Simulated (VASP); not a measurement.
# SnO2 in VASP: a series of runs, part 2 of 2

VASP 6.6.1.

## 3. Single point, LDA (atoms displaced along several vibrational modes)

Contents of INCAR:

```
PREC = Accurate ; ENCUT = 520
EDIFF = 1E-6 ; ISMEAR = 0
SIGMA = 0.05 ; LREAL = F
LASPH = T ; NELM = 80
ALGO = Normal ; ISIF = 2
LWAVE = F ; LCHARG = T
GGA = CA ; LELF = T
LVHAR = T ; NBANDS = 35
```

Contents of KPOINTS:

```
Automatic mesh
0
Gamma
  6 6 8
```

Contents of POSCAR:

```
SnO2
1.0
    4.7201335122      0.0000000000      0.0000000000
    0.0000000000      4.7206343096      0.0000000000
    0.0000000000      0.0000000000      3.1888226875
Sn O
2 4
Direct
    0.4934944068      0.4924863052      0.5000000000
    0.0065189374     -0.0075252158      0.0000000000
    0.3087833424      0.3072282845      0.0000000000
    0.8568725620      0.2485648612      0.5000000000
    0.1911671515      0.8071856714      0.5000000000
    0.6430779320      0.7486074743      0.0000000000
```

Potentials or basis: VASP PAW LDA potentials, release 64 (Sn_d, O).

Launch:

```console
> cat potpaw_LDA.64/Sn_d/POTCAR potpaw_LDA.64/O/POTCAR > POTCAR
> mpirun -np 1 vasp_std > vasp.out
```

It took 5.3 min on 1 thread of Intel Xeon 8259CL, shared host; peak memory 0.29 GiB.

Results (log left out):

```yaml
Free_energy: -41.9439 eV
Pressure: -0.5 GPa
Largest_force: 1.293 eV/Å
Band_gap_on_the_k_mesh: 1.40 eV (least direct gap 1.42 eV)
```

Forces on the atoms (eV/Å):
```
Sn   0.970  0.854  0.000
Sn  -0.971  0.854  0.000
O    0.318 -0.282  0.000
O   -0.737 -0.571  0.000
O   -0.317 -0.282  0.000
O    0.737 -0.572  0.000
```

Stress tensor (GPa, compression positive):
```
-0.02  0.00  0.00
 0.00 -3.07  0.00
 0.00  0.00  1.70
```

Levels at points of the mesh, in eV from the valence-band top:
```
           k point  band 22  band 23  band 24  band 25  band 26  band 27  band 28  band 29  band 30  band 31
(0.00, 0.00, 0.00)    -1.03    -0.84    -0.67    -0.40    -0.03     1.40     5.24     6.43     6.97    10.18
(0.50, 0.00, 0.00)    -1.88    -1.27    -0.68    -0.63    -0.51     4.52     4.58     7.34     7.57     9.72
(0.00, 0.50, 0.00)    -1.67    -0.89    -0.89    -0.17    -0.17     4.19     4.19     6.53     6.53    10.90
(0.50, 0.50, 0.00)    -1.89    -1.06    -1.06    -0.67    -0.67     4.82     4.82     7.36     7.36    10.63
(0.00, 0.00, 0.50)    -2.50    -1.59    -1.59    -0.88    -0.88     5.97     5.97     9.24     9.24    10.02
(0.50, 0.00, 0.50)    -1.39    -0.97    -0.97    -0.37    -0.37     6.05     6.05     7.69     7.69    10.16
(0.00, 0.50, 0.50)    -1.82    -1.00    -1.00    -0.49    -0.49     6.20     6.20     8.25     8.25    10.36
(0.50, 0.50, 0.50)    -2.11    -0.86    -0.86    -0.48    -0.48     4.70     4.70     8.66     8.66    10.65
```

Caveat: the cell differs from its parent crystal (atoms displaced along several vibrational modes); spin-orbit coupling is left out, which moves the levels of the heavy elements; forces of over 1 eV/Å act on the atoms, so gaps and moduli don't describe the material at rest.

## 4. Single point, LDA (atoms displaced along several vibrational modes)

Contents of INCAR:

```
PREC     = Accurate       # precision mode
ENCUT    = 520            # plane-wave cutoff, eV
EDIFF    = 1E-7           # SCF threshold, eV
ISMEAR   = 0              # smearing method
SIGMA    = 0.05           # smearing width, eV
LREAL    = False          # projectors in reciprocal space
LASPH    = True           # aspherical terms in the spheres
NELM     = 100            # most SCF steps
ALGO     = Normal         # electronic algorithm
ISIF     = 2              # what is computed and relaxed
LWAVE    = False          # write WAVECAR
LCHARG   = False          # write CHGCAR
NBANDS   = 35             # bands
```

KPOINTS is that of step 3.

Contents of POSCAR:

```
SnO2
1.0
    4.7201335122      0.0000000000      0.0000000000
    0.0000000000      4.7206343096      0.0000000000
    0.0000000000      0.0000000000      3.1888226875
Sn O
2 4
Direct
    0.5043370621      0.5050091299      0.5000000000
   -0.0043459583      0.0050168105      0.0000000000
    0.3623367726      0.2472624467      0.0000000000
    0.8302772929      0.2155421228      0.5000000000
    0.1376962314      0.7472908554      0.5000000000
    0.6697557111      0.7155137142      0.0000000000
```

Potentials or basis: VASP PAW LDA potentials, release 64 (Sn_d, O).

Launch:

```console
> cat potpaw_LDA.64/Sn_d/POTCAR potpaw_LDA.64/O/POTCAR > POTCAR
> mpirun -np 1 vasp_std > vasp.out
```

OUTCAR:

```text
PREC = Accurate
   ENCUT = 520
   EDIFF = 1E-7
   ISMEAR = 0
   LREAL = False
   LASPH = True
   NELM = 100
   ISIF = 2

 ion  position               nearest neighbor table
   1  0.504  0.505  0.500-   6 2.03   6 2.03   4 2.06   5 2.07   3 2.11   3 2.11   2 3.67   2 3.67
                             2 3.67   2 3.67   2 3.73   2 3.73   2 3.73   2 3.73
   2  0.996  0.005  0.000-   4 2.03   4 2.03   6 2.06   3 2.07   5 2.11   5 2.11   1 3.67   1 3.67
                             1 3.67   1 3.67   1 3.73   1 3.73   1 3.73   1 3.73
   3  0.362  0.247  0.000-   2 2.07   1 2.11   1 2.11
   4  0.830  0.216  0.500-   2 2.03   2 2.03   1 2.06
   5  0.138  0.747  0.500-   1 2.07   2 2.11   2 2.11
   6  0.670  0.716  0.000-   1 2.03   1 2.03   2 2.06
[... 1122 lines left out ...]
  Total       -0.5260897     -1.8039894     -0.4718500     -0.0000892      0.0000000      0.0000000
  in kB      -11.8627500    -40.6779953    -10.6397033     -0.0020111      0.0000000      0.0000000
  external PRESSURE =     -21.0601496 kB  Pullay stress =       0.0000000 kB

 VOLUME and BASIS-vectors are now :
 -----------------------------------------------------------------------------
  energy-cutoff  :      520.00
  volume of cell :       71.05
      direct lattice vectors                 reciprocal lattice vectors
     4.720133512  0.000000000  0.000000000     0.211858414  0.000000000  0.000000000
     0.000000000  4.720634310  0.000000000     0.000000000  0.211835939  0.000000000
     0.000000000  0.000000000  3.188822688     0.000000000  0.000000000  0.313595360

 POSITION                                       TOTAL-FORCE (eV/Angst)
 -----------------------------------------------------------------------------------
      2.38054      2.38396      1.59441        -0.703667     -0.618010      0.000000
      4.69962      0.02368      0.00000         0.704648     -0.618227      0.000000
      1.71028      1.16724      0.00000        -0.593540      0.643303      0.000000
      3.91902      1.01750      1.59441         0.233941     -0.025106      0.000000
      0.64994      3.52769      1.59441         0.592892      0.642920      0.000000
      3.16134      3.37768      0.00000        -0.234275     -0.024880      0.000000
 -----------------------------------------------------------------------------------
    total drift:                               -0.000024     -0.000114     -0.000002

  FREE ENERGIE OF THE ION-ELECTRON SYSTEM (eV)
  ---------------------------------------------------
  free  energy   TOTEN  =       -42.0084995125 eV

  energy  without entropy=      -42.0084995125  energy(sigma->0) =      -42.00849951
```

Wall time 5.4 min (1 thread of Intel Xeon 8259CL, shared host); peak memory 0.29 GiB.

Results:

```
Free energy            : -42.0085 eV
Pressure               : -2.1 GPa
Largest force          : 0.937 eV/Å
Band gap on the k mesh : 1.46 eV (least direct gap 1.57 eV)
```

Forces on the atoms (eV/Å):
```
Sn  -0.704 -0.618  0.000
Sn   0.705 -0.618  0.000
O   -0.594  0.643  0.000
O    0.234 -0.025  0.000
O    0.593  0.643  0.000
O   -0.234 -0.025  0.000
```

Caveat: the cell differs from its parent crystal (atoms displaced along several vibrational modes); spin-orbit coupling is left out, which moves the levels of the heavy elements. A k mesh can miss the band edges.

## 5. Summary

| cell | gap on the mesh (eV) | pressure (GPa) | largest force (eV/Å) |
| --- | --- | --- | --- |
| as given, atomic positions A | 1.44 | -2.7 | 0.64 |
| as given, atomic positions B | 1.40 | -0.5 | 1.29 |
| as given, atomic positions C | 1.46 | -2.1 | 0.94 |

Alike in all rows: task single point; level LDA; potentials or basis VASP PAW LDA potentials, release 64 (Sn_d, O); no spin polarisation; k mesh 6 × 6 × 8; cutoff (eV) 520; smearing gaussian 0.05 eV.

Caveats: spin-orbit coupling is left out, which moves the levels of the heavy elements; forces of over 1 eV/Å act on the atoms, so gaps and moduli don't describe the material at rest (at least some runs).

Total energies depend on the potentials used, so only differences within one code and one set of settings carry meaning.
